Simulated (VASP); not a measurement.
Here is a VASP 6.6.1 calculation.

INCAR

```
SYSTEM = AlP
PREC = Accurate
ENCUT = 500
EDIFF = 1E-6
ISMEAR = 0
SIGMA = 0.02
LREAL = .FALSE.
LASPH = .TRUE.
NELM = 120
ALGO = Normal
ISIF = 2
LWAVE = .FALSE.
LCHARG = .FALSE.
GGA = PE
NBANDS = 11
GGA_COMPAT = .FALSE.
```

Contents of KPOINTS:

```
regular mesh
0
G
  8 8 8
  0 0 0
```

POSCAR

```
AlP
1.0
    0.0000000000      2.8422806636      2.8422806636
    2.8422806636      0.0000000000      2.8422806636
    2.8422806636      2.8422806636      0.0000000000
Al P
1 1
Direct
    0.0000000000      0.0000000000      0.0000000000
    0.2500000000      0.2500000000      0.2500000000
```

Potentials or basis: VASP PAW PBE potentials, release 64 (Al, P).

The run is started by

```sh
$ cat potpaw_PBE.64/Al/POTCAR potpaw_PBE.64/P/POTCAR > POTCAR
$ mpirun -np 1 vasp_std > vasp.out
```

**Question.** Estimate the band gap on the k mesh.

**Answer.** 1.79 eV, indirect (least direct gap 2.30 eV).

**Question.** Estimate the pressure.

**Answer.** -6.5 GPa.

 A k mesh can miss the band edges.
